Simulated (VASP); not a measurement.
# TiN (Osbornite) (Fm-3m) in VASP: further runs

Runs on TiN (Osbornite). Level: PBE. Tasks: single point, relaxation of cell and atoms.

Everything below comes from runs of VASP 6.6.1. Logs are shortened: lines on timing, memory, paths and dates and some standing lists are left out, and cuts for length are marked.

### Step 1. The cell of the first run

Symmetry: Fm-3m, No. 225, cubic system. The conventional cell has a = 4.247 Å, b = 4.247 Å, c = 4.247 Å, α = 90.00°, β = 90.00°, γ = 90.00°. Ti (site symmetry m-3m) has 6 N at 2.12 Å within 2.8 Å. N (site symmetry m-3m) has 6 Ti at 2.12 Å within 2.8 Å.

### Step 2. Single point, PBE

Input file INCAR:

```
SYSTEM = TiN
  PREC = Accurate
  ENCUT = 520
  EDIFF = 1E-6
  ISMEAR = 0
  SIGMA = 0.1
  LREAL = .FALSE.
  LASPH = .TRUE.
  NELM = 60
  ALGO = Normal
  ISIF = 2
  LWAVE = .FALSE.
  LCHARG = .TRUE.
  GGA = PE
  LELF = .TRUE.
  LVHAR = .TRUE.
  NBANDS = 16
```

Input file KPOINTS:

```
regular mesh
0
G
  18 18 18
  0 0 0
```

Input file POSCAR:

```
TiN
1.0
    0.0000000000      2.1233653381      2.1233653381
    2.1233653381      0.0000000000      2.1233653381
    2.1233653381      2.1233653381      0.0000000000
Ti N
1 1
Direct
    0.0000000000      0.0000000000      0.0000000000
    0.5000000000      0.5000000000      0.5000000000
```

Potentials or basis: VASP PAW PBE potentials, release 64 (Ti_sv, N).

Command:

```console
$ cat potpaw_PBE.64/Ti_sv/POTCAR potpaw_PBE.64/N/POTCAR > POTCAR
$ mpirun -np 1 vasp_std > vasp.out
```

OUTCAR:

```text
SYSTEM = TiN
   PREC = Accurate
   ENCUT = 520
   EDIFF = 1E-6
   ISMEAR = 0
   LREAL = .FALSE.
   LASPH = .TRUE.
   NELM = 60
   ISIF = 2
   GGA = PE

 ion  position               nearest neighbor table
   1  0.000  0.000  0.000-   2 2.12   2 2.12   2 2.12   2 2.12   2 2.12   2 2.12
   2  0.500  0.500  0.500-   1 2.12   1 2.12   1 2.12   1 2.12   1 2.12   1 2.12

  LATTYP: Found a face centered cubic cell.
 ALAT       =     4.2467306762

  Lattice vectors:

 A1 = (   0.0000000000,   2.1233653381,   2.1233653381)
 A2 = (   2.1233653381,   0.0000000000,   2.1233653381)
 A3 = (   2.1233653381,   2.1233653381,   0.0000000000)

Analysis of symmetry for initial positions (statically):
=====================================================================
 Subroutine PRICEL returns:
 Original cell was already a primitive cell.

 Routine SETGRP: Setting up the symmetry group for a
 face centered cubic supercell.

 Subroutine GETGRP returns: Found 48 space group operations
 (whereof 48 operations were pure point group operations)
 out of a pool of 48 trial point group operations.

The static configuration has the point symmetry O_h .

Analysis of symmetry for dynamics (positions and initial velocities):
=====================================================================
 Subroutine PRICEL returns:
 Original cell was already a primitive cell.

 Routine SETGRP: Setting up the symmetry group for a
 face centered cubic supercell.

 Subroutine GETGRP returns: Found 48 space group operations
 (whereof 48 operations were pure point group operations)
 out of a pool of 48 trial point group operations.

The dynamic configuration has the point symmetry O_h .

 Subroutine INISYM returns: Found 48 space group operations
 (whereof 48 operations are pure point group operations),
 and found     1 'primitive' translations

----------------------------------------------------------------------------------------

                                     Primitive cell

  volume of cell :      19.1472

  direct lattice vectors                    reciprocal lattice vectors
     0.000000000  2.123365338  2.123365338    -0.235475258  0.235475258  0.235475258
     2.123365338  0.000000000  2.123365338     0.235475258 -0.235475258  0.235475258
     2.123365338  2.123365338  0.000000000     0.235475258  0.235475258 -0.235475258

  length of vectors
     3.002892059  3.002892059  3.002892059     0.407855110  0.407855110  0.407855110

  position of ions in fractional coordinates (direct lattice)
     0.000000000  0.000000000  0.000000000
     0.500000000  0.500000000  0.500000000

  ion indices of the primitive-cell ions
   primitive index   ion index
                 1           1
                 2           2

----------------------------------------------------------------------------------------

 KPOINTS: regular mesh

Automatic generation of k-mesh.
 Grid dimensions read from file:
 generate k-points for:   18   18   18

 Generating k-lattice:

  Cartesian coordinates                     Fractional coordinates (reciprocal lattice)
    -0.013081959  0.013081959  0.013081959     0.055555556  0.000000000  0.000000000
     0.013081959 -0.013081959  0.013081959     0.000000000  0.055555556  0.000000000
     0.013081959  0.013081959 -0.013081959     0.000000000  0.000000000  0.055555556

  Length of vectors
     0.022658617  0.022658617  0.022658617

  Shift w.r.t. Gamma in fractional coordinates (k-lattice)
     0.000000000  0.000000000  0.000000000

 Subroutine IBZKPT returns following result:
 ===========================================

 Found    195 irreducible k-points:

 Following reciprocal coordinates:
            Coordinates               Weight
  0.000000  0.000000  0.000000      1.000000
  0.055556  0.000000  0.000000      8.000000
  0.111111  0.000000  0.000000      8.000000
  0.166667  0.000000  0.000000      8.000000
  0.222222  0.000000  0.000000      8.000000
  0.277778  0.000000  0.000000      8.000000
[... 16 lines left out ...]
 -0.277778  0.055556  0.000000     24.000000
 -0.222222  0.055556  0.000000     24.000000
 [... further k-points ...]
   k-points           NKPTS =    195   k-points in BZ     NKDIM =    195   number of bands    NBANDS=     16
   number of dos      NEDOS =    301   number of ions     NIONS =      2
   total plane-waves  NPLWV =  13824
   dimension x,y,z NGX =    24 NGY =   24 NGZ =   24
   dimension x,y,z NGXF=    48 NGYF=   48 NGZF=   48
   ions per type =               1   1
   NGX,Y,Z   is equivalent  to a cutoff of  13.29, 13.29, 13.29 a.u.
   NGXF,Y,Z  is equivalent  to a cutoff of  26.57, 26.57, 26.57 a.u.
 SYSTEM =  TiN
   PREC   = accura    normal or accurate (medium, high low for compatibility)
   ISTART =      0    job   : 0-new  1-cont  2-samecut
   ICHARG =      2    charge: 1-file 2-atom 10-const
   ISPIN  =      1    spin polarized calculation?
   LNONCOLLINEAR =      F non collinear calculations
   LSORBIT =      F    spin-orbit coupling
   LASPH  =      T    aspherical Exc in radial PAW
   ENCUT  =  520.0 eV  38.22 Ry    6.18 a.u.   5.58  5.58  5.58*2*pi/ulx,y,z
   NELM   =     60;   NELMIN=  2; NELMDL= -5     # of ELM steps
   EDIFF  = 0.1E-05   stopping-criterion for ELM
   LREAL  =      F    real-space projection
   EDIFFG = 0.1E-04   stopping-criterion for IOM
   NSW    =      0    number of steps for IOM
   IBRION =     -1    ionic relax: 0-MD 1-quasi-New 2-CG
   NFREE  =      0    steps in history (QN), initial steepest desc. (CG)
   ISIF   =      2    stress and relaxation
   ISYM   =      2    0-nonsym 1-usesym 2-fastsym
   POTIM  = 0.5000    time-step for ionic-motion
   TEBEG  =    0.0;   TEEND  =   0.0 temperature during run
   PSTRESS=    0.0 pullay stress
   NELECT =      17.0000    total number of electrons
   NUPDOWN=      -1.0000    fix difference up-down
   EMIN   =  10.00;   EMAX   =-10.00  energy-range for DOS
   EFERMI =   0.00;   METHOD = LEGACY
   ISMEAR =     0;   SIGMA  =   0.10  broadening in eV -4-tet -1-fermi 0-gaus
   EFERMI_NEDOS =   21; number of points for ismear=-14 and -15
   IALGO  =     38    algorithm
   IMIX   =      4    mixing-type and parameters
     AMIX     =   0.40;   BMIX     =  1.00
     AMIX_MAG =   1.60;   BMIX_MAG =  1.00
  volume/ion in A,a.u.               =       9.57        64.61
  Fermi-wavevector in a.u.,A,eV,Ry     =   1.573463  2.973413 33.685093  2.475784
  Thomas-Fermi vector in A             =   2.674743
   LORBIT       =      0    0 simple, 1 ext, 2 COOP (PROOUT), +10 PAW based schemes
   GGA     = PE    functional components
   LHFCALC =     F    Hartree Fock is set to
   AEXX    =    0.0000 exact exchange contribution
   IVDW    =     0    specifies the selected vdW correction
   LEPSILON=     F    determine dielectric tensor
   LRPA    =     F    only Hartree local field effects (RPA)
 non-spin polarized calculation
 Gauss-broadening in eV      SIGMA  =   0.10
  energy-cutoff  :      520.00
  volume of cell :       19.15
 maximum number of plane-waves:       534
   NGX = 11   NGY = 11   NGZ = 11

 number of electron      17.0000002 magnetization

 Free energy of the ion-electron system (eV)
  ---------------------------------------------------
  ext. energy  EPLUGINS =         0.00000000
  ---------------------------------------------------
  free energy    TOTEN  =       -19.63849827 eV

  energy without entropy =      -19.63422163  energy(sigma->0) =      -19.63635995

 E-fermi :  11.4021     XC(G=0): -13.0004

 val. band max:       11.3714166089   @ k =  -0.1667   0.1111   0.0000
 cond. band min:      11.4066488550   @ k =   0.1111   0.0556   0.0000
 fundamental gap:      0.0352322460
 Fermi energy:        11.4020958346

 k-point     1 :       0.0000    0.0000    0.0000
  band No.  band energies     occupation
      1     -46.4750      2.00000
      2     -22.4571      2.00000
      3     -22.4571      2.00000
      4     -22.4571      2.00000
      5      -5.6800      2.00000
      6       9.3609      2.00000
[... 8 lines left out ...]
     15      24.5638      0.00000
     16      31.0955      0.00000

 k-point     2 :       0.0556    0.0000    0.0000
  band No.  band energies     occupation
      1     -46.4721      2.00000
      2     -22.4772      2.00000
      3     -22.4588      2.00000
      4     -22.4588      2.00000
      5      -5.6200      2.00000
      6       8.9979      2.00000
[... 8 lines left out ...]
     15      24.6104      0.00000
     16      31.0150      0.00000

 k-point     3 :       0.1111    0.0000    0.0000
  band No.  band energies     occupation
      1     -46.4639      2.00000
      2     -22.5347      2.00000
      3     -22.4636      2.00000
      4     -22.4636      2.00000
      5      -5.4448      2.00000
      6       8.2174      2.00000
[... 8 lines left out ...]
     15      24.6787      0.00000
     16      30.7386      0.00000

 k-point     4 :       0.1667    0.0000    0.0000
  band No.  band energies     occupation
      1     -46.4513      2.00000
      2     -22.6218      2.00000
      3     -22.4710      2.00000
      4     -22.4710      2.00000
      5      -5.1675      2.00000
      6       7.2920      2.00000
[... 8 lines left out ...]
     15      24.6157      0.00000
     16      30.1909      0.00000

 k-point     5 :       0.2222    0.0000    0.0000
  band No.  band energies     occupation
      1     -46.4359      2.00000
      2     -22.7270      2.00000
      3     -22.4800      2.00000
      4     -22.4800      2.00000
      5      -4.8101      2.00000
      6       6.3364      2.00000
[... 8 lines left out ...]
     15      24.3880      0.00000
     16      29.3718      0.00000

 k-point     6 :       0.2778    0.0000    0.0000
  band No.  band energies     occupation
      1     -46.4193      2.00000
      2     -22.8370      2.00000
      3     -22.4896      2.00000
      4     -22.4896      2.00000
      5      -4.4025      2.00000
      6       5.4211      2.00000
[... 8 lines left out ...]
     15      24.2040      0.00000
     16      28.4056      0.00000

 k-point     7 :       0.3333    0.0000    0.0000
  band No.  band energies     occupation
      1     -46.4037      2.00000
      2     -22.9386      2.00000
      3     -22.4986      2.00000
      4     -22.4986      2.00000
      5      -3.9845      2.00000
      6       4.6033      2.00000
[... 8 lines left out ...]
     15      24.2938      0.00000
     16      27.4520      0.00000

 k-point     8 :       0.3889    0.0000    0.0000
  band No.  band energies     occupation
      1     -46.3910      2.00000
      2     -23.0203      2.00000
      3     -22.5059      2.00000
      4     -22.5059      2.00000
      5      -3.6082      2.00000
      6       3.9412      2.00000
[... 8 lines left out ...]
     15      24.6218      0.00000
     16      26.6477      0.00000

 k-point     9 :       0.4444    0.0000    0.0000
  band No.  band energies     occupation
      1     -46.3826      2.00000
      2     -23.0731      2.00000
      3     -22.5107      2.00000
      4     -22.5107      2.00000
      5      -3.3388      2.00000
      6       3.5008      2.00000
[... 8 lines left out ...]
     15      24.9581      0.00000
     16      26.1062      0.00000
[... 172 lines left out ...]
 k-point    19 :       0.5000    0.0556    0.0000
  band No.  band energies     occupation
      1     -46.3788      2.00000
      2     -23.0818      2.00000
      3     -22.5235      2.00000
      4     -22.5168      2.00000
      5      -3.2745      2.00000
      6       3.4313      2.00000
[... 8 lines left out ...]
     15      24.9995      0.00000
     16      25.8643      0.00000

 k-point    20 :      -0.4444    0.0556    0.0000
  band No.  band energies     occupation
      1     -46.3798      2.00000
      2     -23.0758      2.00000
      3     -22.5268      2.00000
      4     -22.5124      2.00000
      5      -3.3053      2.00000
      6       3.4791      2.00000
[... 8 lines left out ...]
     15      24.9457      0.00000
     16      25.8840      0.00000

 k-point    21 :      -0.3889    0.0556    0.0000
  band No.  band energies     occupation
      1     -46.3863      2.00000
      2     -23.0351      2.00000
      3     -22.5263      2.00000
      4     -22.5051      2.00000
      5      -3.5134      2.00000
      6       3.8111      2.00000
[... 8 lines left out ...]
     15      24.6738      0.00000
     16      26.2281      0.00000

 k-point    22 :      -0.3333    0.0556    0.0000
  band No.  band energies     occupation
      1     -46.3976      2.00000
      2     -22.9641      2.00000
      3     -22.5220      2.00000
      4     -22.4957      2.00000
      5      -3.8474      2.00000
      6       4.3759      2.00000
[... 8 lines left out ...]
     15      24.3424      0.00000
     16      26.8310      0.00000

 k-point    23 :      -0.2778    0.0556    0.0000
  band No.  band energies     occupation
      1     -46.4122      2.00000
      2     -22.8705      2.00000
      3     -22.5145      2.00000
      4     -22.4853      2.00000
      5      -4.2440      2.00000
      6       5.1081      2.00000
[... 8 lines left out ...]
     15      24.1827      0.00000
     16      27.5965      0.00000

 k-point    24 :      -0.2222    0.0556    0.0000
  band No.  band energies     occupation
      1     -46.4285      2.00000
      2     -22.7651      2.00000
      3     -22.5045      2.00000
      4     -22.4752      2.00000
      5      -4.6479      2.00000
      6       5.9458      2.00000
[... 8 lines left out ...]
     15      24.3124      0.00000
     16      28.4197      0.00000

 [... further k-points ...]
[... 5 lines left out ...]
  --------------------------------------------------------------------------------------
  -------------------------------------------------------------------------------------
  Total        0.0554997      0.0554997      0.0554997     -0.0000000      0.0000000      0.0000000
  in kB        4.6440555      4.6440555      4.6440555     -0.0000000      0.0000000      0.0000000
  external PRESSURE =       4.6440555 kB  Pullay stress =       0.0000000 kB

 VOLUME and BASIS-vectors are now :
 -----------------------------------------------------------------------------
  energy-cutoff  :      520.00
  volume of cell :       19.15
      direct lattice vectors                 reciprocal lattice vectors
     0.000000000  2.123365338  2.123365338    -0.235475258  0.235475258  0.235475258
     2.123365338  0.000000000  2.123365338     0.235475258 -0.235475258  0.235475258
     2.123365338  2.123365338  0.000000000     0.235475258  0.235475258 -0.235475258

 POSITION                                       TOTAL-FORCE (eV/Angst)
 -----------------------------------------------------------------------------------
      0.00000      0.00000      0.00000         0.000000     -0.000000     -0.000000
      2.12337      2.12337      2.12337        -0.000000      0.000000      0.000000
 -----------------------------------------------------------------------------------
    total drift:                                0.000000     -0.000000     -0.000000

  FREE ENERGIE OF THE ION-ELECTRON SYSTEM (eV)
  ---------------------------------------------------
  free  energy   TOTEN  =       -19.6384982690 eV

  energy  without entropy=      -19.6342216268  energy(sigma->0) =      -19.63635995
```

Wall time 1.8 min (1 thread of AMD EPYC 7R43 (Zen 3), shared host); peak memory 0.15 GiB.

What came out:

```
Free energy : -19.6385 eV
Pressure    : 0.5 GPa
```

Levels at points of the mesh, in eV from the Fermi level:
```csv
k point,band 6,band 7,band 8,band 9,band 10,band 11,band 12,band 13
"(0.00, 0.00, 0.00)",-2.04,-2.04,-2.04,-0.61,-0.61,-0.61,0.57,0.57
"(0.50, 0.00, 0.00)",-8.06,-5.46,-5.46,1.67,1.67,2.34,5.70,5.70
"(0.50, 0.50, 0.00)",-5.83,-3.23,-3.23,-3.05,1.63,2.37,2.37,3.57
```

(Part 1 of 2 ends here.)
